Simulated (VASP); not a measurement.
# Zr3C2 (P-62m) in VASP: relaxation of cell and atoms with PBE

Aim: the relaxation of cell and atoms of Zr3C2 with PBE.

All numbers are computed with VASP 6.6.1; they aren't measurements. Logs are shortened: lines on timing, memory, paths and dates and some standing lists are left out, and cuts for length are marked.

## (1) The cell of the first run

It takes space group P-62m (No. 189, hexagonal). Conventional cell: a = 5.720 Å, b = 5.720 Å, c = 4.426 Å, α = 90.00°, β = 90.00°, γ = 120.00°. Zr (site symmetry m2m) has 2 C at 2.11 Å within 2.8 Å. C (site symmetry 3m) has 1 C at 1.62 Å and 3 Zr at 2.11 Å within 2.2 Å.

The cell was generated, and may not be a known phase.

## (2) Relaxation of cell and atoms, PBE

Contents of INCAR:

```
PREC = Accurate
ENCUT = 600
EDIFF = 1E-6
ISMEAR = 0
SIGMA = 0.1
LREAL = False
LASPH = True
NELM = 100
ALGO = Normal
ISIF = 3
LWAVE = False
LCHARG = False
GGA = PE
IBRION = 2
NSW = 100
EDIFFG = -0.01
```

Contents of KPOINTS:

```
regular mesh
0
Gamma
  12 12 8
```

Contents of POSCAR:

```
Zr3C2
1.0
    5.7202499348      0.0000000000      0.0000000000
   -2.8601249674      4.9538817595      0.0000000000
    0.0000000000      0.0000000000      4.4260965258
Zr C
3 2
Direct
    0.6593571669      0.0000000000      0.0000000000
    0.3406428331      0.3406428331      0.0000000000
    0.0000000000      0.6593571669      0.0000000000
    0.0000000000      0.0000000000      0.1835353197
    0.0000000000      0.0000000000      0.8164646803
```

Potentials or basis: VASP PAW PBE potentials, release 64 (Zr_sv, C).

On the command line:

```console
$ cat potpaw_PBE.64/Zr_sv/POTCAR potpaw_PBE.64/C/POTCAR > POTCAR
$ mpirun -np 1 vasp_std > vasp.out
```

OUTCAR:

```text
PREC = Accurate
   ENCUT = 600
   EDIFF = 1E-6
   ISMEAR = 0
   LREAL = False
   LASPH = True
   NELM = 100
   ISIF = 3
   GGA = PE
   IBRION = 2
   NSW = 100
   EDIFFG = -0.01

 ion  position               nearest neighbor table
   1  0.659  0.000  0.000-   4 2.11   5 2.11   3 3.27   2 3.27   2 3.27   3 3.27   2 3.38   3 3.38

   2  0.341  0.341  0.000-   4 2.11   5 2.11   1 3.27   1 3.27   3 3.27   3 3.27   3 3.38   1 3.38

   3  0.000  0.659  0.000-   4 2.11   5 2.11   1 3.27   1 3.27   2 3.27   2 3.27   2 3.38   1 3.38

   4  0.000  0.000  0.184-   5 1.62   3 2.11   2 2.11   1 2.11
   5  0.000  0.000  0.816-   4 1.62   3 2.11   2 2.11   1 2.11

  LATTYP: Found a hexagonal cell.
 ALAT       =     5.7202499348
 C/A-ratio  =     0.7737592896

  Lattice vectors:

 A1 = (   5.7202499348,   0.0000000000,   0.0000000000)
 A2 = (  -2.8601249674,   4.9538817595,   0.0000000000)
 A3 = (   0.0000000000,   0.0000000000,   4.4260965258)

Analysis of symmetry for initial positions (statically):
=====================================================================
 Subroutine PRICEL returns:
 Original cell was already a primitive cell.

 Routine SETGRP: Setting up the symmetry group for a
 hexagonal supercell.

 Subroutine GETGRP returns: Found 12 space group operations
 (whereof 12 operations were pure point group operations)
 out of a pool of 24 trial point group operations.

The static configuration has the point symmetry D_3h.

Analysis of symmetry for dynamics (positions and initial velocities):
=====================================================================
 Subroutine PRICEL returns:
 Original cell was already a primitive cell.

 Routine SETGRP: Setting up the symmetry group for a
 hexagonal supercell.

 Subroutine GETGRP returns: Found 12 space group operations
 (whereof 12 operations were pure point group operations)
 out of a pool of 24 trial point group operations.

The dynamic configuration has the point symmetry D_3h.

 Subroutine INISYM returns: Found 12 space group operations
 (whereof 12 operations are pure point group operations),
 and found     1 'primitive' translations

----------------------------------------------------------------------------------------

                                     Primitive cell

  volume of cell :     125.4243

  direct lattice vectors                    reciprocal lattice vectors
     5.720249935  0.000000000  0.000000000     0.174817536  0.100930952  0.000000000
    -2.860124967  4.953881759  0.000000000     0.000000000  0.201861903  0.000000000
     0.000000000  0.000000000  4.426096526     0.000000000  0.000000000  0.225932714

  length of vectors
     5.720249935  5.720249935  4.426096526     0.201861903  0.201861903  0.225932714

  position of ions in fractional coordinates (direct lattice)
     0.659357167  0.000000000  0.000000000
     0.340642833  0.340642833  0.000000000
     0.000000000  0.659357167  0.000000000
     0.000000000  0.000000000  0.183535320
     0.000000000  0.000000000  0.816464680

  ion indices of the primitive-cell ions
   primitive index   ion index
                 1           1
                 2           2
                 3           3
                 4           4
                 5           5

----------------------------------------------------------------------------------------

 KPOINTS: regular mesh

Automatic generation of k-mesh.
 Grid dimensions read from file:
 generate k-points for:   12   12    8

 Generating k-lattice:

  Cartesian coordinates                     Fractional coordinates (reciprocal lattice)
     0.014568128  0.008410913  0.000000000     0.083333333  0.000000000  0.000000000
     0.000000000  0.016821825  0.000000000     0.000000000  0.083333333  0.000000000
     0.000000000  0.000000000  0.028241589     0.000000000  0.000000000  0.125000000

  Length of vectors
     0.016821825  0.016821825  0.028241589

  Shift w.r.t. Gamma in fractional coordinates (k-lattice)
     0.000000000  0.000000000  0.000000000

 Subroutine IBZKPT returns following result:
 ===========================================

 Found     95 irreducible k-points:

 Following reciprocal coordinates:
            Coordinates               Weight
  0.000000  0.000000  0.000000      1.000000
  0.083333  0.000000  0.000000      6.000000
  0.166667  0.000000  0.000000      6.000000
  0.250000  0.000000  0.000000      6.000000
  0.333333  0.000000  0.000000      6.000000
  0.416667  0.000000  0.000000      6.000000
[... 16 lines left out ...]
  0.250000  0.000000  0.125000     12.000000
  0.333333  0.000000  0.125000     12.000000
 [... further k-points ...]
   k-points           NKPTS =     95   k-points in BZ     NKDIM =     95   number of bands    NBANDS=     26
   number of dos      NEDOS =    301   number of ions     NIONS =      5
   total plane-waves  NPLWV =  82944
   dimension x,y,z NGX =    48 NGY =   48 NGZ =   36
   dimension x,y,z NGXF=    96 NGYF=   96 NGZF=   72
   ions per type =               3   2
   NGX,Y,Z   is equivalent  to a cutoff of  13.95, 13.95, 13.52 a.u.
   NGXF,Y,Z  is equivalent  to a cutoff of  27.90, 27.90, 27.04 a.u.
 SYSTEM =  unknown system
   PREC   = accura    normal or accurate (medium, high low for compatibility)
   ISTART =      0    job   : 0-new  1-cont  2-samecut
   ICHARG =      2    charge: 1-file 2-atom 10-const
   ISPIN  =      1    spin polarized calculation?
   LNONCOLLINEAR =      F non collinear calculations
   LSORBIT =      F    spin-orbit coupling
   LASPH  =      T    aspherical Exc in radial PAW
   ENCUT  =  600.0 eV  44.10 Ry    6.64 a.u.  11.42 11.42  8.84*2*pi/ulx,y,z
   NELM   =    100;   NELMIN=  2; NELMDL= -5     # of ELM steps
   EDIFF  = 0.1E-05   stopping-criterion for ELM
   LREAL  =      F    real-space projection
   EDIFFG = -.1E-01   stopping-criterion for IOM
   NSW    =    100    number of steps for IOM
   IBRION =      2    ionic relax: 0-MD 1-quasi-New 2-CG
   NFREE  =      1    steps in history (QN), initial steepest desc. (CG)
   ISIF   =      3    stress and relaxation
   ISYM   =      2    0-nonsym 1-usesym 2-fastsym
   POTIM  = 0.5000    time-step for ionic-motion
   TEBEG  =    0.0;   TEEND  =   0.0 temperature during run
   PSTRESS=    0.0 pullay stress
   NELECT =      44.0000    total number of electrons
   NUPDOWN=      -1.0000    fix difference up-down
   EMIN   =  10.00;   EMAX   =-10.00  energy-range for DOS
   EFERMI =   0.00;   METHOD = LEGACY
   ISMEAR =     0;   SIGMA  =   0.10  broadening in eV -4-tet -1-fermi 0-gaus
   EFERMI_NEDOS =   21; number of points for ismear=-14 and -15
   IALGO  =     38    algorithm
   IMIX   =      4    mixing-type and parameters
     AMIX     =   0.40;   BMIX     =  1.00
     AMIX_MAG =   1.60;   BMIX_MAG =  1.00
  volume/ion in A,a.u.               =      25.08       169.28
  Fermi-wavevector in a.u.,A,eV,Ry     =   1.154601  2.181879 18.137970  1.333103
  Thomas-Fermi vector in A             =   2.291236
   LORBIT       =      0    0 simple, 1 ext, 2 COOP (PROOUT), +10 PAW based schemes
   GGA     = PE    functional components
   LHFCALC =     F    Hartree Fock is set to
   AEXX    =    0.0000 exact exchange contribution
   IVDW    =     0    specifies the selected vdW correction
   LEPSILON=     F    determine dielectric tensor
   LRPA    =     F    only Hartree local field effects (RPA)
 conjugate gradient relaxation of ions
 non-spin polarized calculation
 Gauss-broadening in eV      SIGMA  =   0.10
  energy-cutoff  :      600.00
  volume of cell :      125.42
 maximum number of plane-waves:      4236
 NGX is ok and might be reduce to    48
   NGX = 23   NGY = 23   NGZ = 17

--------------------------------------- Ionic step        1  -------------------------------------------

 number of electron      43.9999999 magnetization

 Free energy of the ion-electron system (eV)
  ---------------------------------------------------
  ext. energy  EPLUGINS =         0.00000000
  ---------------------------------------------------
  free energy    TOTEN  =       -38.20634964 eV

  energy without entropy =      -38.18734029  energy(sigma->0) =      -38.19684496

------------------------ aborting loop because EDIFF is reached ----------------------------------------

  FORCE on cell =-STRESS in cart. coord.  units (eV):
  Direction    XX          YY          ZZ          XY          YZ          ZX
  --------------------------------------------------------------------------------------
  -------------------------------------------------------------------------------------
  Total       -0.0523779     -0.0523779      0.0581687      0.0000000      0.0000000      0.0000000
  in kB       -0.6690788     -0.6690788      0.7430503      0.0000000      0.0000000      0.0000000
  external PRESSURE =      -0.1983691 kB  Pullay stress =       0.0000000 kB
[... 141 lines left out ...]
  energy  without entropy=      -38.1874881429  energy(sigma->0) =      -38.19700675

--------------------------------------- Ionic step        5  -------------------------------------------

 number of electron      43.9999999 magnetization

 Free energy of the ion-electron system (eV)
  ---------------------------------------------------
  ext. energy  EPLUGINS =         0.00000000
  ---------------------------------------------------
  free energy    TOTEN  =       -38.20658885 eV

  energy without entropy =      -38.18751932  energy(sigma->0) =      -38.19705408

 E-fermi :   4.5391     XC(G=0):  -9.0246

 val. band max:        4.5389654768   @ k =   0.1667   0.0000   0.1250
 cond. band min:       4.5423534903   @ k =   0.0000   0.0000   0.3750
 fundamental gap:      0.0033880135
 Fermi energy:         4.5391383058

 k-point     1 :       0.0000    0.0000    0.0000
  band No.  band energies     occupation
      1     -44.3325      2.00000
      2     -44.2511      2.00000
      3     -44.2511      2.00000
      4     -22.6623      2.00000
      5     -22.5645      2.00000
      6     -22.4725      2.00000
[... 685 lines left out ...]
     25       5.4991      0.00000
     26       5.6903      0.00000

 [... further k-points ...]

------------------------ aborting loop because EDIFF is reached ----------------------------------------

  FORCE on cell =-STRESS in cart. coord.  units (eV):
  Direction    XX          YY          ZZ          XY          YZ          ZX
  --------------------------------------------------------------------------------------
  -------------------------------------------------------------------------------------
  Total        0.0088749      0.0088749     -0.0370213      0.0000000      0.0000000      0.0000000
  in kB        0.1135329      0.1135329     -0.4735973      0.0000000      0.0000000      0.0000000
  external PRESSURE =      -0.0821772 kB  Pullay stress =       0.0000000 kB
[... 20 lines left out ...]
  FREE ENERGIE OF THE ION-ELECTRON SYSTEM (eV)
  ---------------------------------------------------
  free  energy   TOTEN  =       -38.2065888498 eV

  energy  without entropy=      -38.1875193179  energy(sigma->0) =      -38.19705408

 reached required accuracy - stopping structural energy minimisation
```

Wall time 26 min (1 thread of Intel Xeon 8259CL, shared host); peak memory 0.51 GiB.

Results:

```
Free energy                           : -38.2066 eV
Relaxed volume                        : 25.05 Å³/atom
Relaxed cell                          : a = 5.715 Å, b = 5.715 Å, c = 4.428 Å, α = 90.00°, β = 90.00°, γ = 120.00°
Space group after relaxing (to 0.1 Å) : P-62m (No. 189)
Energy gained by relaxing             : 0.0 meV/atom
Ionic steps                           : 5
Pressure after relaxing               : 0.0 GPa
Largest force after relaxing          : 0.008 eV/Å
Band gap on the k mesh                : zero (bands 22 and 23 overlap by 0.31 eV)
```

Forces on the atoms (eV/Å):
```
Zr  -0.008  0.000  0.000
Zr   0.004  0.007  0.000
Zr   0.004 -0.007  0.000
C    0.000  0.000 -0.001
C    0.000  0.000  0.001
```

The path:
```csv
step,energy change (eV),largest force (eV/Å),pressure (GPa),volume (Å³)
1,0.0000,0.0506,-0.02,125.42
2,-0.0002,0.0082,-0.09,125.37
3,-0.0002,0.0082,-0.09,125.37
4,-0.0002,0.0290,0.09,125.08
5,-0.0002,0.0076,-0.01,125.24
```

Final structure:
```xyz
5
Lattice="5.7148 0.0000 0.0000 -2.8574 4.9491 0.0000 0.0000 0.0000 4.4282" Properties=species:S:1:pos:R:3 pbc="T T T"
Zr    3.7670    0.0000    0.0000
Zr    0.9739    1.6868    0.0000
Zr   -1.8835    3.2623    0.0000
C     0.0000    0.0000    0.8155
C     0.0000    0.0000    3.6127
```
